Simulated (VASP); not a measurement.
Input of a VASP 6.6.1 run:

The input INCAR:

```
SYSTEM = Ta
  ALGO = Normal
  EDIFF = 1E-6
  ENCUT = 520
  GGA = PE
  ISIF = 2
  ISMEAR = -1
  LASPH = .TRUE.
  LCHARG = .TRUE.
  LELF = .TRUE.
  LREAL = .FALSE.
  LVHAR = .TRUE.
  LWAVE = .FALSE.
  NBANDS = 24
  NELM = 80
  PREC = Accurate
  SIGMA = 0.05
```

The input KPOINTS:

```
k-points
0
G
  8 8 11
  0 0 0
```

File POSCAR:

```
Ta
1.0
    4.8438784309      0.0000000000      0.0000000000
   -2.4219392154      4.1949217740      0.0000000000
    0.0000000000      0.0000000000      2.7206767824
Ta
3
Direct
    0.0000000000      0.0000000000      0.0000000000
    0.3333333333      0.6666666667      0.5000000000
    0.6666666667      0.3333333333      0.5000000000
```

Potentials or basis: VASP PAW PBE potentials, release 64 (Ta_pv).

Launch:

```console
$ cat potpaw_PBE.64/Ta_pv/POTCAR > POTCAR
$ mpirun -np 1 vasp_std > vasp.out
```

(1) Predict the pressure.

Answers

(1) 2.1 GPa.
